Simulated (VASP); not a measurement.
# C (P6_3/mmc) in VASP: a series of runs, part 2 of 2

VASP 6.6.1.

**4. Single point, PBE**

This run uses another cell than the first one, of 5.67 Å³/atom.

INCAR

```
SYSTEM = C
  PREC = Accurate
  ENCUT = 520
  EDIFF = 1E-6
  ISMEAR = -1
  SIGMA = 0.05
  LREAL = .FALSE.
  LASPH = .TRUE.
  NELM = 80
  ALGO = Normal
  ISIF = 2
  LWAVE = .FALSE.
  LCHARG = .TRUE.
  GGA = PE
  LELF = .TRUE.
  LVHAR = .TRUE.
  NBANDS = 26
```

KPOINTS

```
regular mesh
0
G
  21 21 6
  0 0 0
```

POSCAR

```
C
1.0
    2.5221000000      0.0000000000      0.0000000000
   -1.2610500000      2.1842026709      0.0000000000
    0.0000000000      0.0000000000      8.2371000000
C
8
Direct
    0.6666666667      0.3333333333      0.8437500000
    0.3333333333      0.6666666667      0.3437500000
    0.6666666667      0.3333333333      0.6562500000
    0.3333333333      0.6666666667      0.1562500000
    0.0000000000      0.0000000000      0.9062500000
    0.0000000000      0.0000000000      0.4062500000
    0.0000000000      0.0000000000      0.5937500000
    0.0000000000      0.0000000000      0.0937500000
```

Potentials or basis: VASP PAW PBE potentials, release 64 (C).

Launch:

```
> cat potpaw_PBE.64/C/POTCAR > POTCAR
> mpirun -np 1 vasp_std > vasp.out
```

OUTCAR:

```text
SYSTEM = C
   PREC = Accurate
   ENCUT = 520
   EDIFF = 1E-6
   ISMEAR = -1
   LREAL = .FALSE.
   LASPH = .TRUE.
   NELM = 80
   ISIF = 2
   GGA = PE

 ion  position               nearest neighbor table
   1  0.667  0.333  0.844-   3 1.54   5 1.54   5 1.54   5 1.54
   2  0.333  0.667  0.344-   4 1.54   6 1.54   6 1.54   6 1.54
   3  0.667  0.333  0.656-   1 1.54   7 1.54   7 1.54   7 1.54
   4  0.333  0.667  0.156-   2 1.54   8 1.54   8 1.54   8 1.54
   5  0.000  0.000  0.906-   8 1.54   1 1.54   1 1.54   1 1.54
   6  0.000  0.000  0.406-   7 1.54   2 1.54   2 1.54   2 1.54
   7  0.000  0.000  0.594-   6 1.54   3 1.54   3 1.54   3 1.54
   8  0.000  0.000  0.094-   5 1.54   4 1.54   4 1.54   4 1.54

  LATTYP: Found a hexagonal cell.
 ALAT       =     2.5221000000
 C/A-ratio  =     3.2659688355

  Lattice vectors:

 A1 = (   2.5221000000,   0.0000000000,   0.0000000000)
 A2 = (  -1.2610500000,   2.1842026709,   0.0000000000)
 A3 = (   0.0000000000,   0.0000000000,   8.2371000000)

Analysis of symmetry for initial positions (statically):
[... 192 lines left out ...]
 Fermi energy:        10.7602756379

 k-point     1 :       0.0000    0.0000    0.0000
  band No.  band energies     occupation
      1     -11.7606      2.00000
      2     -10.0661      2.00000
      3     -10.0159      2.00000
      4      -5.9494      2.00000
      5      -3.6617      2.00000
      6       3.1290      2.00000
[... 685 lines left out ...]
     25      20.1321      0.00000
     26      20.4612      0.00000

 [... further k-points ...]

------------------------ aborting loop because EDIFF is reached ----------------------------------------

  FORCE on cell =-STRESS in cart. coord.  units (eV):
  Direction    XX          YY          ZZ          XY          YZ          ZX
  --------------------------------------------------------------------------------------
  -------------------------------------------------------------------------------------
  Total       -0.3313258     -0.3313258      3.1533031      0.0000000     -0.0000000      0.0000000
  in kB      -11.6986638    -11.6986638    111.3388485      0.0000000     -0.0000000      0.0000000
  external PRESSURE =      29.3138403 kB  Pullay stress =       0.0000000 kB

 VOLUME and BASIS-vectors are now :
 -----------------------------------------------------------------------------
  energy-cutoff  :      520.00
  volume of cell :       45.38
      direct lattice vectors                 reciprocal lattice vectors
     2.522100000  0.000000000  0.000000000     0.396494984  0.228916486  0.000000000
    -1.261050000  2.184202671  0.000000000     0.000000000  0.457832972  0.000000000
     0.000000000  0.000000000  8.237100000     0.000000000  0.000000000  0.121401950

 POSITION                                       TOTAL-FORCE (eV/Angst)
 -----------------------------------------------------------------------------------
      1.26105      0.72807      6.95005         0.000000     -0.000000      0.319734
     -0.00000      1.45614      2.83150        -0.000000      0.000000      0.319734
      1.26105      0.72807      5.40560        -0.000000      0.000000     -0.319734
     -0.00000      1.45614      1.28705        -0.000000     -0.000000     -0.319734
      0.00000      0.00000      7.46487         0.000000     -0.000000      0.328736
      0.00000      0.00000      3.34632         0.000000     -0.000000      0.328736
      0.00000      0.00000      4.89078         0.000000      0.000000     -0.328736
      0.00000      0.00000      0.77223        -0.000000     -0.000000     -0.328736
 -----------------------------------------------------------------------------------
    total drift:                               -0.000000      0.000000      0.000000

  FREE ENERGIE OF THE ION-ELECTRON SYSTEM (eV)
  ---------------------------------------------------
  free  energy   TOTEN  =       -72.6480935497 eV

  energy  without entropy=      -72.6480935496  energy(sigma->0) =      -72.64809355
```

stdout:

```text
POSCAR found type information on POSCAR C
 POSCAR found :  1 types and       8 ions
 scaLAPACK will be used
 LDA part: xc-table for (Slater+PW92), standard interpolation
 POSCAR, INCAR and KPOINTS ok, starting setup
 FFT: planning ... GRIDC
 FFT: planning ... GRID_SOFT
 FFT: planning ... GRID
 WAVECAR not read
 entering main loop
```

Run time: 75 s. Hardware: 1 thread of Intel Xeon 6975P-C (Granite Rapids), shared host; peak memory 0.26 GiB.

What came out:

* Free energy: -72.6481 eV
* Pressure: 2.9 GPa
* Largest force: 0.329 eV/Å
* Band gap on the k mesh: 4.42 eV (least direct gap 5.18 eV)

Forces on the atoms (eV/Å):
```
C    0.000  0.000  0.320
C    0.000  0.000  0.320
C    0.000  0.000 -0.320
C    0.000  0.000 -0.320
C    0.000  0.000  0.329
C    0.000  0.000  0.329
C    0.000  0.000 -0.329
C    0.000  0.000 -0.329
```

Stress tensor (GPa, compression positive):
```
-1.17  0.00  0.00
 0.00 -1.17  0.00
 0.00  0.00 11.13
```

Caveat: an odd mesh through Γ misses points on the zone boundary, where band edges can lie.

**5. Relaxation of cell and atoms, r2SCAN+D3(BJ)**

This run uses another cell than the first one, of 5.67 Å³/atom.

POSCAR is that of step 4.

INCAR.step1

```
SYSTEM = C
ALGO = Normal ; EDIFF = 1E-4
ENCUT = 600 ; GGA = PE
ISMEAR = -1 ; LASPH = .TRUE.
LCHARG = .FALSE. ; LREAL = .FALSE.
LWAVE = .TRUE. ; NELM = 60
PREC = Accurate ; SIGMA = 0.05
```

INCAR.step2

```
SYSTEM = C
ALGO = Normal ; EDIFF = 1E-7
EDIFFG = -0.01 ; ENCUT = 600
IBRION = 2 ; ISIF = 3
ISMEAR = -1 ; ISTART = 1
IVDW = 12 ; LASPH = .TRUE.
LCHARG = .FALSE. ; LMIXTAU = .TRUE.
LREAL = .FALSE. ; LWAVE = .FALSE.
METAGGA = R2SCAN ; NELM = 60
NSW = 60 ; PREC = Accurate
SIGMA = 0.05 ; VDW_A1 = 0.49484001
VDW_A2 = 5.73083694 ; VDW_S6 = 1.0
VDW_S8 = 0.78981345
```

KPOINTS

```
k-points
0
G
  12 12 4
  0 0 0
```

Launch:

```
> cat potpaw_PBE.64/C/POTCAR > POTCAR
> cp INCAR.step1 INCAR
> mpirun -np 1 vasp_std > vasp.out
> cp INCAR.step2 INCAR
> mpirun -np 1 vasp_std > vasp.out
```

It took 7.3 min on 1 thread of Intel Xeon 6975P-C (Granite Rapids), shared host; peak memory 0.21 GiB.

Results (log left out):

* Free energy: -79.2983 eV
* Relaxed volume: 5.62 Å³/atom
* Relaxed cell: a = 2.506 Å, b = 2.506 Å, c = 8.266 Å, α = 90.00°, β = 90.00°, γ = 120.00°
* Space group after relaxing (to 0.1 Å): P6_3/mmc (No. 194)
* Energy gained by relaxing: 3.4 meV/atom
* Ionic steps: 5
* Pressure after relaxing: 0.0 GPa
* Largest force after relaxing: 0.005 eV/Å
* Band gap on the k mesh: 4.79 eV (least direct gap 5.56 eV)
* Dispersion energy per atom: -0.091 eV

Forces on the atoms (eV/Å):
```
C    0.000  0.000 -0.005
C    0.000  0.000 -0.005
C    0.000  0.000  0.005
C    0.000  0.000  0.005
C    0.000  0.000  0.004
C    0.000  0.000  0.004
C    0.000  0.000 -0.004
C    0.000  0.000 -0.004
```

Step by step:
| step | energy change (eV) | largest force (eV/Å) | pressure (GPa) | volume (Å³) |
| --- | --- | --- | --- | --- |
| 1 | 0.0000 | 0.3605 | -4.16 | 45.38 |
| 2 | 0.0234 | 0.5826 | 5.90 | 44.41 |
| 3 | -0.0268 | 0.0380 | -0.24 | 44.97 |
| 4 | -0.0268 | 0.0463 | 0.30 | 44.92 |
| 5 | -0.0270 | 0.0049 | 0.02 | 44.94 |

Final structure:
```cif
data_structure
_symmetry_space_group_name_H-M 'P 1'
_symmetry_Int_Tables_number 1
_cell_length_a 2.5056
_cell_length_b 2.5056
_cell_length_c 8.2663
_cell_angle_alpha 90.000
_cell_angle_beta 90.000
_cell_angle_gamma 120.000
_cell_volume 44.94
loop_
_atom_site_label
_atom_site_type_symbol
_atom_site_fract_x
_atom_site_fract_y
_atom_site_fract_z
_atom_site_occupancy
C1 C 0.66667 0.33333 0.84449 1
C2 C 0.33333 0.66667 0.34449 1
C3 C 0.66667 0.33333 0.65551 1
C4 C 0.33333 0.66667 0.15551 1
C5 C 0.00000 0.00000 0.90706 1
C6 C 0.00000 0.00000 0.40706 1
C7 C 0.00000 0.00000 0.59294 1
C8 C 0.00000 0.00000 0.09294 1
```

Levels at points of the mesh, in eV from the valence-band top:
```tsv
k point	band 14	band 15	band 16	band 17	band 18	band 19
(0.00, 0.00, 0.00)	-0.24	0.00	0.00	5.56	5.56	5.74
(0.50, 0.00, 0.00)	-5.02	-3.93	-3.18	4.86	5.87	6.33
(0.00, 0.00, 0.50)	-0.70	-0.70	-0.70	6.38	6.38	6.38
(0.50, 0.00, 0.50)	-5.05	-3.92	-3.92	5.22	5.22	7.39
```

Caveat: the PAW data sets were made with another functional, which shifts forces and pressure a little. r2SCAN opens gaps a little over a GGA but as a rule still falls short of measured ones.

**6. Summary**

```csv
task,level,cell,k mesh,cutoff (eV),gap on the mesh (eV),pressure (GPa),largest force (eV/Å)
single point,PBE exchange alone,"a = 2.572, b = 2.572, c = 8.399 Å, angles 90.0, 90.0, 120.0°, 8 atoms, atomic positions A",12 × 12 × 4,520,4.61,7.8,0.31
single point,r2SCAN+D3(BJ),"a = 2.505, b = 2.505, c = 8.264 Å, angles 90.0, 90.0, 120.0°, 8 atoms, atomic positions B",12 × 12 × 4,520,4.79,1.1,-
single point,PBE,"a = 2.522, b = 2.522, c = 8.237 Å, angles 90.0, 90.0, 120.0°, 8 atoms, atomic positions A",21 × 21 × 6,520,4.42,2.9,0.33
relaxation of cell and atoms,r2SCAN+D3(BJ),"relaxed from a = 2.522, b = 2.522, c = 8.237 Å, angles 90.0, 90.0, 120.0°, 8 atoms, atomic positions A",12 × 12 × 4,600,4.79,0.0,-
```

Alike in all rows: potentials or basis VASP PAW PBE potentials, release 64 (C); no spin polarisation; smearing fermi-dirac 0.05 eV.

Caveats: the PAW data sets were made with another functional, which shifts forces and pressure a little (at least some runs); the cell stands under pressure (at least some runs); an odd mesh through Γ misses points on the zone boundary, where band edges can lie (at least some runs).

Total energies depend on the potentials used, so only differences within one code and one set of settings carry meaning.
